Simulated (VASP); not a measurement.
**C: single point with PBE**

The system is C, a slab with vacuum.

```
C
1.0
     2.56582    0.00000    0.00000
    -1.28291    2.22207    0.00000
     0.00000    0.00000    8.90434
C
2
Direct
  0.33333 0.66667 0.00000
  0.66667 0.33333 0.00000
```

- Program: VASP 6.6.1
- Task: single point
- Functional: PBE
- Potentials or basis: VASP PAW PBE potentials, release 64 (C)
- Cutoff: 600 eV
- k mesh: 6 × 6 × 2
- Occupations: gaussian, width 0.1 eV
- Spin: no spin polarisation
- Dipole correction: no
- Further INCAR settings: ALGO = Normal; EDIFF = 1e-06; NBANDS = 11

```json
{
 "Band gap on the k mesh": "zero (filled and empty bands touch)"
}
```

Levels at points of the mesh, in eV from the Fermi level:
```csv
k point,band 1,band 2,band 3,band 4,band 5,band 6,band 7,band 8,band 9
"(0.00, 0.00, 0.00)",-18.59,-6.85,-3.07,-3.07,3.37,5.45,7.02,7.56,7.56
"(0.50, 0.00, 0.00)",-13.86,-12.51,-6.09,-2.13,1.62,6.24,10.65,10.79,12.06
"(0.00, 0.00, 0.50)",-18.59,-6.85,-3.07,-3.07,4.00,4.11,7.56,7.56,8.79
"(0.50, 0.00, 0.50)",-13.86,-12.51,-6.09,-2.13,1.62,6.24,11.09,11.28,11.33
```

Run time: 18 s on 1 thread of Intel Xeon 8259CL, on a shared host, peak memory 0.16 GiB.

Caveat: the k points lie up to 0.47 Å⁻¹ apart.
